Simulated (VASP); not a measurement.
# MoS2 (R3m) in VASP: single point with r2SCAN

Aim: the single point of MoS2 with r2SCAN.

All numbers are computed with VASP 6.6.1; they aren't measurements. Logs are shortened: lines on timing, memory, paths and dates and some standing lists are left out, and cuts for length are marked.

## Step 1: The cell of the first run

It takes space group R3m (No. 160, trigonal). The conventional cell has a = 3.175 Å, b = 3.175 Å, c = 18.582 Å, α = 90.00°, β = 90.00°, γ = 120.00°. Within 3.2 Å of Mo (site symmetry 3m) lie 6 S at 2.40 Å and 6 Mo at 3.18 Å. S (site symmetry 3m) has 3 Mo at 2.40 Å and 7 S at 3.11 to 3.18 Å within 3.2 Å. S (site symmetry 3m) has 3 Mo at 2.40 Å and 7 S at 3.11 to 3.18 Å within 3.2 Å.

## Step 2: Single point, r2SCAN

Input file POSCAR:

```
MoS2
1.0
    1.5875903429      0.9165957119      6.1939280739
   -1.5875903429      0.9165957119      6.1939280739
    0.0000000000     -1.8331914237      6.1939280739
Mo S
1 2
Direct
    0.0000965174      0.0000965174      0.0000965174
    0.2497906778      0.2497906778      0.2497906778
    0.4171128049      0.4171128049      0.4171128049
```

Input file INCAR.step1:

```
SYSTEM = MoS2
PREC = Accurate ; ENCUT = 520
ISMEAR = 0 ; SIGMA = 0.01
LREAL = .FALSE. ; LASPH = .TRUE.
NELM = 80 ; NBANDS = 20
GGA = PE ; ALGO = Normal
EDIFF = 1E-4 ; LWAVE = .TRUE.
LCHARG = .FALSE.
```

Input file INCAR.step2:

```
SYSTEM = MoS2
PREC = Accurate ; ENCUT = 520
EDIFF = 1E-6 ; ISMEAR = 0
SIGMA = 0.01 ; LREAL = .FALSE.
LASPH = .TRUE. ; NELM = 80
ALGO = Normal ; ISIF = 2
LWAVE = .FALSE. ; LCHARG = .FALSE.
METAGGA = R2SCAN ; LMIXTAU = .TRUE.
NBANDS = 20 ; ISTART = 1
```

Input file KPOINTS:

```
Automatic mesh
0
G
  10 10 10
  0 0 0
```

Potentials or basis: VASP PAW PBE potentials, release 64 (Mo_sv, S).

On the command line:

```bash
> cat potpaw_PBE.64/Mo_sv/POTCAR potpaw_PBE.64/S/POTCAR > POTCAR
> cp INCAR.step1 INCAR
> mpirun -np 1 vasp_std > vasp.out
> cp INCAR.step2 INCAR
> mpirun -np 1 vasp_std > vasp.out
```

OUTCAR:

```text
SYSTEM = MoS2
   PREC = Accurate
   ENCUT = 520
   EDIFF = 1E-6
   ISMEAR = 0
   LREAL = .FALSE.
   LASPH = .TRUE.
   NELM = 80
   ISIF = 2
   METAGGA = R2SCAN
   ISTART = 1

 ion  position               nearest neighbor table
   1  0.000  0.000  0.000-   2 2.40   2 2.40   2 2.40   3 2.40   3 2.40   3 2.40
   2  0.250  0.250  0.250-   1 2.40   1 2.40   1 2.40
   3  0.417  0.417  0.417-   1 2.40   1 2.40   1 2.40

  LATTYP: Found a trigonal (rhomboedric) cell.
 ALAT       =     6.4595151351
 COS(alpha) =     0.8791888406

  Lattice vectors:

 A1 = (   1.5875903429,   0.9165957119,   6.1939280739)
 A2 = (  -1.5875903429,   0.9165957119,   6.1939280739)
 A3 = (   0.0000000000,  -1.8331914237,   6.1939280739)

Analysis of symmetry for initial positions (statically):
=====================================================================
 Subroutine PRICEL returns:
 Original cell was already a primitive cell.

 Routine SETGRP: Setting up the symmetry group for a
 trigonal (rhombohedral) supercell.

 Subroutine GETGRP returns: Found  6 space group operations
 (whereof  6 operations were pure point group operations)
 out of a pool of 12 trial point group operations.

The static configuration has the point symmetry C_3v.

Analysis of symmetry for dynamics (positions and initial velocities):
=====================================================================
 Subroutine PRICEL returns:
 Original cell was already a primitive cell.

 Routine SETGRP: Setting up the symmetry group for a
 trigonal (rhombohedral) supercell.

 Subroutine GETGRP returns: Found  6 space group operations
 (whereof  6 operations were pure point group operations)
 out of a pool of 12 trial point group operations.

The dynamic configuration has the point symmetry C_3v.

 Subroutine INISYM returns: Found  6 space group operations
 (whereof  6 operations are pure point group operations),
 and found     1 'primitive' translations

----------------------------------------------------------------------------------------

                                     Primitive cell

  volume of cell :      54.0796

  direct lattice vectors                    reciprocal lattice vectors
     1.587590343  0.916595712  6.193928074     0.314942707  0.181832257  0.053816145
    -1.587590343  0.916595712  6.193928074    -0.314942707  0.181832257  0.053816145
     0.000000000 -1.833191424  6.193928074     0.000000000 -0.363664513  0.053816145

  length of vectors
     6.459515135  6.459515135  6.459515135     0.367624884  0.367624884  0.367624884

  position of ions in fractional coordinates (direct lattice)
     0.000096517  0.000096517  0.000096517
     0.249790678  0.249790678  0.249790678
     0.417112805  0.417112805  0.417112805

  ion indices of the primitive-cell ions
   primitive index   ion index
                 1           1
                 2           2
                 3           3

----------------------------------------------------------------------------------------

 KPOINTS: Automatic mesh

Automatic generation of k-mesh.
 Grid dimensions read from file:
 generate k-points for:   10   10   10

 Generating k-lattice:

  Cartesian coordinates                     Fractional coordinates (reciprocal lattice)
     0.031494271  0.018183226  0.005381615     0.100000000  0.000000000  0.000000000
    -0.031494271  0.018183226  0.005381615     0.000000000  0.100000000  0.000000000
     0.000000000 -0.036366451  0.005381615     0.000000000  0.000000000  0.100000000

  Length of vectors
     0.036762488  0.036762488  0.036762488

  Shift w.r.t. Gamma in fractional coordinates (k-lattice)
     0.000000000  0.000000000  0.000000000

 Subroutine IBZKPT returns following result:
 ===========================================

 Found    116 irreducible k-points:

 Following reciprocal coordinates:
            Coordinates               Weight
  0.000000  0.000000  0.000000      1.000000
  0.100000  0.000000  0.000000      6.000000
  0.200000  0.000000  0.000000      6.000000
  0.300000 -0.000000  0.000000      6.000000
  0.400000 -0.000000  0.000000      6.000000
  0.500000  0.000000  0.000000      3.000000
[... 16 lines left out ...]
  0.300000  0.300000  0.000000      6.000000
  0.400000  0.300000  0.000000     12.000000
 [... further k-points ...]
   k-points           NKPTS =    116   k-points in BZ     NKDIM =    116   number of bands    NBANDS=     20
   number of dos      NEDOS =    301   number of ions     NIONS =      3
   total plane-waves  NPLWV = 110592
   dimension x,y,z NGX =    48 NGY =   48 NGZ =   48
   dimension x,y,z NGXF=    96 NGYF=   96 NGZF=   96
   ions per type =               1   2
   NGX,Y,Z   is equivalent  to a cutoff of  12.35, 12.35, 12.35 a.u.
   NGXF,Y,Z  is equivalent  to a cutoff of  24.71, 24.71, 24.71 a.u.
 SYSTEM =  MoS2
   PREC   = accura    normal or accurate (medium, high low for compatibility)
   ISTART =      1    job   : 0-new  1-cont  2-samecut
   ICHARG =      0    charge: 1-file 2-atom 10-const
   ISPIN  =      1    spin polarized calculation?
   LNONCOLLINEAR =      F non collinear calculations
   LSORBIT =      F    spin-orbit coupling
   LASPH  =      T    aspherical Exc in radial PAW
   ENCUT  =  520.0 eV  38.22 Ry    6.18 a.u.  12.01 12.01 12.01*2*pi/ulx,y,z
   NELM   =     80;   NELMIN=  2; NELMDL=  0     # of ELM steps
   EDIFF  = 0.1E-05   stopping-criterion for ELM
   LREAL  =      F    real-space projection
   EDIFFG = 0.1E-04   stopping-criterion for IOM
   NSW    =      0    number of steps for IOM
   IBRION =     -1    ionic relax: 0-MD 1-quasi-New 2-CG
   NFREE  =      0    steps in history (QN), initial steepest desc. (CG)
   ISIF   =      2    stress and relaxation
   ISYM   =      2    0-nonsym 1-usesym 2-fastsym
   POTIM  = 0.5000    time-step for ionic-motion
   TEBEG  =    0.0;   TEEND  =   0.0 temperature during run
   PSTRESS=    0.0 pullay stress
   NELECT =      26.0000    total number of electrons
   NUPDOWN=      -1.0000    fix difference up-down
   EMIN   =  10.00;   EMAX   =-10.00  energy-range for DOS
   EFERMI =   0.00;   METHOD = LEGACY
   ISMEAR =     0;   SIGMA  =   0.01  broadening in eV -4-tet -1-fermi 0-gaus
   EFERMI_NEDOS =   21; number of points for ismear=-14 and -15
   IALGO  =     38    algorithm
   IMIX   =      4    mixing-type and parameters
     AMIX     =   0.40;   BMIX     =  1.00
     AMIX_MAG =   1.60;   BMIX_MAG =  1.00
  volume/ion in A,a.u.               =      18.03       121.65
  Fermi-wavevector in a.u.,A,eV,Ry     =   1.282492  2.423559 22.378674  1.644786
  Thomas-Fermi vector in A             =   2.414800
   LORBIT       =      0    0 simple, 1 ext, 2 COOP (PROOUT), +10 PAW based schemes
   METAGGA = R2SCAN    functional components
   LHFCALC =     F    Hartree Fock is set to
   AEXX    =    0.0000 exact exchange contribution
   IVDW    =     0    specifies the selected vdW correction
   LEPSILON=     F    determine dielectric tensor
   LRPA    =     F    only Hartree local field effects (RPA)
 non-spin polarized calculation
 Gauss-broadening in eV      SIGMA  =   0.01
  energy-cutoff  :      520.00
  volume of cell :       54.08
 maximum number of plane-waves:      1474
   NGX = 23   NGY = 23   NGZ = 23

 number of electron      25.9999998 magnetization

 Free energy of the ion-electron system (eV)
  ---------------------------------------------------
  ext. energy  EPLUGINS =         0.00000000
  ---------------------------------------------------
  free energy    TOTEN  =       -45.02812697 eV

  energy without entropy =      -45.02812697  energy(sigma->0) =      -45.02812697

 E-fermi :   7.5013     XC(G=0): -11.4302

 val. band max:        7.2981678673   @ k =   0.5000   0.5000   0.5000
 cond. band min:       8.3877538703   @ k =  -0.2000   0.2000   0.0000
 fundamental gap:      1.0895860030
 Fermi energy:         7.5013440365

 k-point     1 :       0.0000    0.0000    0.0000
  band No.  band energies     occupation
      1     -56.2242      2.00000
      2     -29.6449      2.00000
      3     -29.4236      2.00000
      4     -29.4236      2.00000
      5      -8.3824      2.00000
      6      -6.6567      2.00000
[... 12 lines left out ...]
     19      16.1026      0.00000
     20      16.3323      0.00000

 k-point     2 :       0.1000    0.0000    0.0000
  band No.  band energies     occupation
      1     -56.2202      2.00000
      2     -29.6368      2.00000
      3     -29.4638      2.00000
      4     -29.4327      2.00000
      5      -8.2245      2.00000
      6      -6.6083      2.00000
[... 12 lines left out ...]
     19      16.3725      0.00000
     20      16.7321      0.00000

 k-point     3 :       0.2000    0.0000    0.0000
  band No.  band energies     occupation
      1     -56.2094      2.00000
      2     -29.6155      2.00000
      3     -29.5679      2.00000
      4     -29.4564      2.00000
      5      -7.7855      2.00000
      6      -6.4740      2.00000
[... 12 lines left out ...]
     19      16.4818      0.00000
     20      16.9174      0.00000

 k-point     4 :       0.3000   -0.0000    0.0000
  band No.  band energies     occupation
      1     -56.1962      2.00000
      2     -29.6945      2.00000
      3     -29.5892      2.00000
      4     -29.4856      2.00000
      5      -7.1745      2.00000
      6      -6.2904      2.00000
[... 12 lines left out ...]
     19      15.5281      0.00000
     20      15.9898      0.00000

 k-point     5 :       0.4000   -0.0000    0.0000
  band No.  band energies     occupation
      1     -56.1854      2.00000
      2     -29.7951      2.00000
      3     -29.5678      2.00000
      4     -29.5091      2.00000
      5      -6.5948      2.00000
      6      -6.1261      2.00000
[... 12 lines left out ...]
     19      14.8006      0.00000
     20      15.3112      0.00000
[... 353 lines left out ...]
      6      -6.0274      2.00000
[... 12 lines left out ...]
     19      15.8478      0.00000
     20      16.8129      0.00000

 k-point    22 :      -0.2000    0.2000    0.0000
  band No.  band energies     occupation
      1     -56.1900      2.00000
      2     -29.7158      2.00000
      3     -29.5770      2.00000
      4     -29.5368      2.00000
      5      -6.8774      2.00000
      6      -6.1709      2.00000
[... 12 lines left out ...]
     19      15.9846      0.00000
     20      16.8165      0.00000

 k-point    23 :       0.3000    0.3000    0.0000
  band No.  band energies     occupation
      1     -56.1962      2.00000
      2     -29.6945      2.00000
      3     -29.5892      2.00000
      4     -29.4856      2.00000
      5      -7.1274      2.00000
      6      -6.3562      2.00000
[... 12 lines left out ...]
     19      15.6993      0.00000
     20      16.3441      0.00000

 k-point    24 :       0.4000    0.3000    0.0000
  band No.  band energies     occupation
      1     -56.1887      2.00000
      2     -29.7474      2.00000
      3     -29.5744      2.00000
      4     -29.5192      2.00000
      5      -6.7357      2.00000
      6      -6.2423      2.00000
[... 12 lines left out ...]
     19      15.4093      0.00000
     20      16.3944      0.00000

 [... further k-points ...]
[... 5 lines left out ...]
  --------------------------------------------------------------------------------------
  -------------------------------------------------------------------------------------
  Total        0.4302090      0.4302090      0.3533064      0.0000000      0.0000000      0.0000000
  in kB       12.7454863     12.7454863     10.4671481      0.0000000      0.0000000      0.0000000
  external PRESSURE =      11.9860402 kB  Pullay stress =       0.0000000 kB

 VOLUME and BASIS-vectors are now :
 -----------------------------------------------------------------------------
  energy-cutoff  :      520.00
  volume of cell :       54.08
      direct lattice vectors                 reciprocal lattice vectors
     1.587590343  0.916595712  6.193928074     0.314942707  0.181832257  0.053816145
    -1.587590343  0.916595712  6.193928074    -0.314942707  0.181832257  0.053816145
     0.000000000 -1.833191424  6.193928074     0.000000000 -0.363664513  0.053816145

 POSITION                                       TOTAL-FORCE (eV/Angst)
 -----------------------------------------------------------------------------------
      0.00000      0.00000      0.00179         0.000000     -0.000000     -0.000361
      0.00000      0.00000      4.64156         0.000000      0.000000      0.051988
      0.00000      0.00000      7.75070         0.000000     -0.000000     -0.051627
 -----------------------------------------------------------------------------------
    total drift:                               -0.000000      0.000000     -0.000062

  FREE ENERGIE OF THE ION-ELECTRON SYSTEM (eV)
  ---------------------------------------------------
  free  energy   TOTEN  =       -45.0281269735 eV

  energy  without entropy=      -45.0281269735  energy(sigma->0) =      -45.02812697
```

Run time: 15 min. Hardware: 1 thread of Intel Xeon Platinum 8259CL at 2.50GHz (Skylake/Cascade Lake), shared host; peak memory 0.42 GiB.

Results:

```
Free energy            : -45.0281 eV
Pressure               : 1.2 GPa
Largest force          : 0.052 eV/Å
Band gap on the k mesh : 1.09 eV (least direct gap 2.04 eV)
```

Forces on the atoms (eV/Å):
```
Mo   0.000  0.000  0.000
S    0.000  0.000  0.052
S    0.000  0.000 -0.052
```

Levels at points of the mesh, in eV from the valence-band top:
| k point | band 10 | band 11 | band 12 | band 13 | band 14 | band 15 | band 16 | band 17 |
| --- | --- | --- | --- | --- | --- | --- | --- | --- |
| (0.00, 0.00, 0.00) | -2.39 | -2.39 | -1.37 | -1.15 | 2.17 | 2.17 | 2.54 | 2.54 |
| (0.50, 0.00, 0.00) | -4.15 | -2.48 | -1.75 | -1.48 | 1.70 | 2.13 | 3.64 | 3.73 |
| (0.50, 0.50, 0.00) | -4.08 | -3.04 | -1.93 | -1.32 | 1.66 | 2.25 | 3.27 | 4.05 |
| (0.50, 0.50, 0.50) | -3.54 | -2.36 | -2.36 | 0.00 | 2.26 | 2.26 | 2.41 | 2.41 |

Caveat: the PAW data sets were made with another functional, which shifts forces and pressure a little. A k mesh can miss the band edges.
